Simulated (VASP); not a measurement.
# Ca (I4/mmm) in VASP: further runs

Ca is run at these levels: PBE; tasks: single point.

Program: VASP 6.6.1. These are calculated values, not measurements. Logs are shortened: lines on timing, memory, paths and dates and some standing lists are left out, and cuts for length are marked.

## (1) The cell of the first run

Symmetry: I4/mmm, No. 139, tetragonal system. The conventional cell has a = 4.268 Å, b = 4.268 Å, c = 5.812 Å, α = 90.00°, β = 90.00°, γ = 90.00°. Within 5.5 Å of Ca (site symmetry 4/mmm) lie 12 Ca at 4.19 to 4.27 Å.

## (2) Single point, PBE (strain +0.080 along x and y, +0.040 along z)

Contents of INCAR:

```
PREC = Accurate
ENCUT = 520
EDIFF = 1E-6
ISMEAR = 0
SIGMA = 0.15
LREAL = F
LASPH = T
NELM = 100
ALGO = Fast
ISIF = 2
LWAVE = F
LCHARG = T
GGA = PE
LELF = T
LVHAR = T
NBANDS = 11
```

Contents of KPOINTS:

```
regular mesh
0
Gamma
  14 14 14
```

Contents of POSCAR:

```
Ca
1.0
    0.0000000000      3.0177360000      2.9059680000
    3.0177360000      0.0000000000      2.9059680000
    3.0177360000      3.0177360000      0.0000000000
Ca
1
Direct
    0.0000000000      0.0000000000      0.0000000000
```

Potentials or basis: VASP PAW PBE potentials, release 64 (Ca_sv).

Command:

```
cat potpaw_PBE.64/Ca_sv/POTCAR > POTCAR
mpirun -np 1 vasp_std > vasp.out
```

OUTCAR:

```text
PREC = Accurate
   ENCUT = 520
   EDIFF = 1E-6
   ISMEAR = 0
   LREAL = F
   LASPH = T
   NELM = 100
   ISIF = 2
   GGA = PE

 ion  position               nearest neighbor table
   1  0.000  0.000  0.000-

  LATTYP: Found a body centered tetragonal cell.
 ALAT       =     4.2677231789
 C/A-ratio  =     1.3618352823

  Lattice vectors:

 A1 = (   0.0000000000,  -3.0177360000,  -2.9059680000)
 A2 = (   0.0000000000,   3.0177360000,  -2.9059680000)
 A3 = (   3.0177360000,   0.0000000000,   2.9059680000)

Analysis of symmetry for initial positions (statically):
=====================================================================
 Subroutine PRICEL returns:
 Original cell was already a primitive cell.

 Routine SETGRP: Setting up the symmetry group for a
 body centered tetragonal supercell.

 Subroutine GETGRP returns: Found 16 space group operations
 (whereof 16 operations were pure point group operations)
 out of a pool of 16 trial point group operations.

The static configuration has the point symmetry D_4h.

Analysis of symmetry for dynamics (positions and initial velocities):
=====================================================================
 Subroutine PRICEL returns:
 Original cell was already a primitive cell.

 Routine SETGRP: Setting up the symmetry group for a
 body centered tetragonal supercell.

 Subroutine GETGRP returns: Found 16 space group operations
 (whereof 16 operations were pure point group operations)
 out of a pool of 16 trial point group operations.

The dynamic configuration has the point symmetry D_4h.

 Subroutine INISYM returns: Found 16 space group operations
 (whereof 16 operations are pure point group operations),
 and found     1 'primitive' translations

----------------------------------------------------------------------------------------

                                     Primitive cell

  volume of cell :      52.9277

  direct lattice vectors                    reciprocal lattice vectors
     0.000000000  3.017736000  2.905968000    -0.165687124  0.165687124  0.172059706
     3.017736000  0.000000000  2.905968000     0.165687124 -0.165687124  0.172059706
     3.017736000  3.017736000  0.000000000     0.165687124  0.165687124 -0.172059706

  length of vectors
     4.189436786  4.189436786  4.267723179     0.290704298  0.290704298  0.290704298

  position of ions in fractional coordinates (direct lattice)
     0.000000000  0.000000000  0.000000000

  ion indices of the primitive-cell ions
   primitive index   ion index
                 1           1

----------------------------------------------------------------------------------------

 KPOINTS: regular mesh

Automatic generation of k-mesh.
 Grid dimensions read from file:
 generate k-points for:   14   14   14

 Generating k-lattice:

  Cartesian coordinates                     Fractional coordinates (reciprocal lattice)
    -0.011834795  0.011834795  0.012289979     0.071428571  0.000000000  0.000000000
     0.011834795 -0.011834795  0.012289979     0.000000000  0.071428571  0.000000000
     0.011834795  0.011834795 -0.012289979     0.000000000  0.000000000  0.071428571

  Length of vectors
     0.020764593  0.020764593  0.020764593

  Shift w.r.t. Gamma in fractional coordinates (k-lattice)
     0.000000000  0.000000000  0.000000000

 Subroutine IBZKPT returns following result:
 ===========================================

 Found    244 irreducible k-points:

 Following reciprocal coordinates:
            Coordinates               Weight
  0.000000  0.000000  0.000000      1.000000
  0.071429  0.000000  0.000000      8.000000
  0.142857  0.000000  0.000000      8.000000
  0.214286  0.000000  0.000000      8.000000
  0.285714  0.000000  0.000000      8.000000
  0.357143 -0.000000  0.000000      8.000000
[... 16 lines left out ...]
  0.214286  0.142857  0.000000      8.000000
  0.285714  0.142857  0.000000      8.000000
 [... further k-points ...]
   k-points           NKPTS =    244   k-points in BZ     NKDIM =    244   number of bands    NBANDS=     11
   number of dos      NEDOS =    301   number of ions     NIONS =      1
   total plane-waves  NPLWV =  32768
   dimension x,y,z NGX =    32 NGY =   32 NGZ =   32
   dimension x,y,z NGXF=    64 NGYF=   64 NGZF=   64
   ions per type =               1
   NGX,Y,Z   is equivalent  to a cutoff of  12.70, 12.70, 12.47 a.u.
   NGXF,Y,Z  is equivalent  to a cutoff of  25.40, 25.40, 24.93 a.u.
 SYSTEM =  unknown system
   PREC   = accura    normal or accurate (medium, high low for compatibility)
   ISTART =      0    job   : 0-new  1-cont  2-samecut
   ICHARG =      2    charge: 1-file 2-atom 10-const
   ISPIN  =      1    spin polarized calculation?
   LNONCOLLINEAR =      F non collinear calculations
   LSORBIT =      F    spin-orbit coupling
   LASPH  =      T    aspherical Exc in radial PAW
   ENCUT  =  520.0 eV  38.22 Ry    6.18 a.u.   7.79  7.79  7.94*2*pi/ulx,y,z
   NELM   =    100;   NELMIN=  2; NELMDL= -5     # of ELM steps
   EDIFF  = 0.1E-05   stopping-criterion for ELM
   LREAL  =      F    real-space projection
   EDIFFG = 0.1E-04   stopping-criterion for IOM
   NSW    =      0    number of steps for IOM
   IBRION =     -1    ionic relax: 0-MD 1-quasi-New 2-CG
   NFREE  =      0    steps in history (QN), initial steepest desc. (CG)
   ISIF   =      2    stress and relaxation
   ISYM   =      2    0-nonsym 1-usesym 2-fastsym
   POTIM  = 0.5000    time-step for ionic-motion
   TEBEG  =    0.0;   TEEND  =   0.0 temperature during run
   PSTRESS=    0.0 pullay stress
   NELECT =      10.0000    total number of electrons
   NUPDOWN=      -1.0000    fix difference up-down
   EMIN   =  10.00;   EMAX   =-10.00  energy-range for DOS
   EFERMI =   0.00;   METHOD = LEGACY
   ISMEAR =     0;   SIGMA  =   0.15  broadening in eV -4-tet -1-fermi 0-gaus
   EFERMI_NEDOS =   21; number of points for ismear=-14 and -15
   IALGO  =     68    algorithm
   IMIX   =      4    mixing-type and parameters
     AMIX     =   0.40;   BMIX     =  1.00
     AMIX_MAG =   1.60;   BMIX_MAG =  1.00
  volume/ion in A,a.u.               =      52.93       357.17
  Fermi-wavevector in a.u.,A,eV,Ry     =   0.939392  1.775194 12.006572  0.882458
  Thomas-Fermi vector in A             =   2.066700
   LORBIT       =      0    0 simple, 1 ext, 2 COOP (PROOUT), +10 PAW based schemes
   GGA     = PE    functional components
   LHFCALC =     F    Hartree Fock is set to
   AEXX    =    0.0000 exact exchange contribution
   IVDW    =     0    specifies the selected vdW correction
   LEPSILON=     F    determine dielectric tensor
   LRPA    =     F    only Hartree local field effects (RPA)
 non-spin polarized calculation
 RMM-DIIS sequential band-by-band and
 Gauss-broadening in eV      SIGMA  =   0.15
  energy-cutoff  :      520.00
  volume of cell :       52.93
 maximum number of plane-waves:      1440
   NGX = 15   NGY = 15   NGZ = 15

 number of electron      10.0000000 magnetization

 number of electron       9.9999998 magnetization

 Free energy of the ion-electron system (eV)
  ---------------------------------------------------
  ext. energy  EPLUGINS =         0.00000000
  ---------------------------------------------------
  free energy    TOTEN  =        -1.83289628 eV

  energy without entropy =       -1.81797823  energy(sigma->0) =       -1.82543726

 E-fermi :   1.1466     XC(G=0):  -7.0681

 val. band max:        1.1430002876   @ k =  -0.4286   0.3571   0.0000
 cond. band min:       1.1522531950   @ k =  -0.3571   0.3571   0.0000
 fundamental gap:      0.0092529074
 Fermi energy:         1.1465664092

 k-point     1 :       0.0000    0.0000    0.0000
  band No.  band energies     occupation
      1     -41.4093      2.00000
      2     -22.3408      2.00000
      3     -22.3408      2.00000
      4     -22.3401      2.00000
      5      -2.4761      2.00000
      6       3.1207      0.00000
      7       3.1207      0.00000
      8       3.2538      0.00000
      9       3.8883      0.00000
     10       4.0473      0.00000
     11       9.3399      0.00000

 k-point     2 :       0.0714    0.0000    0.0000
  band No.  band energies     occupation
      1     -41.4091      2.00000
      2     -22.3434      2.00000
      3     -22.3413      2.00000
      4     -22.3406      2.00000
      5      -2.4034      2.00000
      6       3.0721      0.00000
      7       3.1456      0.00000
      8       3.2565      0.00000
      9       3.8709      0.00000
     10       4.0237      0.00000
     11       9.3768      0.00000

 k-point     3 :       0.1429    0.0000    0.0000
  band No.  band energies     occupation
      1     -41.4085      2.00000
      2     -22.3514      2.00000
      3     -22.3427      2.00000
      4     -22.3416      2.00000
      5      -2.1878      2.00000
      6       2.8875      0.00000
      7       3.1989      0.00000
      8       3.3036      0.00000
      9       3.8466      0.00000
     10       3.9762      0.00000
     11       8.7443      0.00000

 k-point     4 :       0.2143    0.0000    0.0000
  band No.  band energies     occupation
      1     -41.4076      2.00000
      2     -22.3630      2.00000
      3     -22.3447      2.00000
      4     -22.3429      2.00000
      5      -1.8374      2.00000
      6       2.5959      0.00000
      7       3.2176      0.00000
      8       3.3445      0.00000
      9       3.8922      0.00000
     10       3.9735      0.00000
     11       7.6445      0.00000
[... 239 lines left out ...]
 k-point    22 :       0.1429    0.1429    0.0000
  band No.  band energies     occupation
      1     -41.4081      2.00000
      2     -22.3509      2.00000
      3     -22.3454      2.00000
      4     -22.3454      2.00000
      5      -2.0730      2.00000
      6       2.8941      0.00000
      7       3.2492      0.00000
      8       3.2492      0.00000
      9       3.7414      0.00000
     10       3.9912      0.00000
     11       9.6195      0.00000

 k-point    23 :       0.2143    0.1429    0.0000
  band No.  band energies     occupation
      1     -41.4074      2.00000
      2     -22.3590      2.00000
      3     -22.3477      2.00000
      4     -22.3466      2.00000
      5      -1.8067      2.00000
      6       2.6853      0.00000
      7       3.3109      0.00000
      8       3.3119      0.00000
      9       3.6274      0.00000
     10       4.0514      0.00000
     11       8.4618      0.00000

 k-point    24 :       0.2857    0.1429    0.0000
  band No.  band energies     occupation
      1     -41.4065      2.00000
      2     -22.3700      2.00000
      3     -22.3501      2.00000
      4     -22.3479      2.00000
      5      -1.4130      2.00000
      6       2.4067      0.00000
      7       3.2181      0.00000
      8       3.3260      0.00000
      9       3.7261      0.00000
     10       4.1693      0.00000
     11       7.3344      0.00000

 [... further k-points ...]

------------------------ aborting loop because EDIFF is reached ----------------------------------------

  FORCE on cell =-STRESS in cart. coord.  units (eV):
  Direction    XX          YY          ZZ          XY          YZ          ZX
  --------------------------------------------------------------------------------------
  -------------------------------------------------------------------------------------
  Total       -0.8994214     -0.8994214     -0.8377205      0.0000000     -0.0000000     -0.0000000
  in kB      -27.2264180    -27.2264180    -25.3586668      0.0000000     -0.0000000     -0.0000000
  external PRESSURE =     -26.6038343 kB  Pullay stress =       0.0000000 kB

 VOLUME and BASIS-vectors are now :
 -----------------------------------------------------------------------------
  energy-cutoff  :      520.00
  volume of cell :       52.93
      direct lattice vectors                 reciprocal lattice vectors
     0.000000000  3.017736000  2.905968000    -0.165687124  0.165687124  0.172059706
     3.017736000  0.000000000  2.905968000     0.165687124 -0.165687124  0.172059706
     3.017736000  3.017736000  0.000000000     0.165687124  0.165687124 -0.172059706

 POSITION                                       TOTAL-FORCE (eV/Angst)
 -----------------------------------------------------------------------------------
      0.00000      0.00000      0.00000         0.000000      0.000000      0.000000
 -----------------------------------------------------------------------------------
    total drift:                                0.000000      0.000000      0.000000

  FREE ENERGIE OF THE ION-ELECTRON SYSTEM (eV)
  ---------------------------------------------------
  free  energy   TOTEN  =        -1.8328962825 eV

  energy  without entropy=       -1.8179782310  energy(sigma->0) =       -1.82543726
```

Wall time 57 s (1 thread of Intel Xeon Platinum 8559C (Emerald Rapids), shared host); peak memory 0.28 GiB.

What came out:

```yaml
Free_energy: -1.8329 eV
Pressure: -2.7 GPa
Band_gap_on_the_k_mesh: zero (bands 5 and 6 overlap by 0.54 eV)
```

Caveat: the cell differs from its parent crystal (strain +0.080 along x and y, +0.040 along z).

## (3) Single point, PBE (strain -0.080 along x and y, +0.000 along z)

Contents of INCAR:

```
SYSTEM = Ca
PREC = Accurate
ENCUT = 520
EDIFF = 1E-6
ISMEAR = 0
SIGMA = 0.15
LREAL = .False.
LASPH = .True.
NELM = 100
ALGO = Normal
ISIF = 2
LWAVE = .False.
LCHARG = .False.
GGA = PE
NBANDS = 11
```

Contents of KPOINTS:

```
Automatic mesh
0
Gamma
  14 14 14
  0 0 0
```

Contents of POSCAR:

```
Ca
1.0
    0.0000000000      2.5706640000      2.7942000000
    2.5706640000      0.0000000000      2.7942000000
    2.5706640000      2.5706640000      0.0000000000
Ca
1
Direct
    0.0000000000      0.0000000000      0.0000000000
```

Potentials or basis: VASP PAW PBE potentials, release 64 (Ca_sv).

Command:

```
cat potpaw_PBE.64/Ca_sv/POTCAR > POTCAR
mpirun -np 1 vasp_std > vasp.out
```

It took 43 s on 1 thread of Intel Xeon Platinum 8559C (Emerald Rapids), shared host; peak memory 0.23 GiB.

Results (log left out):

- Free energy: -1.8877 eV
- Pressure: 2.8 GPa
- Band gap on the k mesh: zero (bands 5 and 6 overlap by 0.16 eV)

Stress tensor (GPa, compression positive):
```
3.16 0.00 0.00
0.00 3.16 0.00
0.00 0.00 2.18
```

Levels at points of the mesh, in eV from the Fermi level:
```tsv
k point	band 3	band 4	band 5	band 6	band 7	band 8
(0.00, 0.00, 0.00)	-22.61	-22.61	-4.27	2.23	2.67	2.67
(0.50, 0.00, 0.00)	-22.66	-22.63	-1.05	-0.03	2.11	2.63
(0.50, 0.50, 0.00)	-22.67	-22.67	-0.77	0.62	0.66	4.59
(0.50, 0.00, 0.50)	-22.73	-22.69	-0.55	0.44	1.56	4.47
```

Caveat: the cell differs from its parent crystal (strain -0.080 along x and y, +0.000 along z).
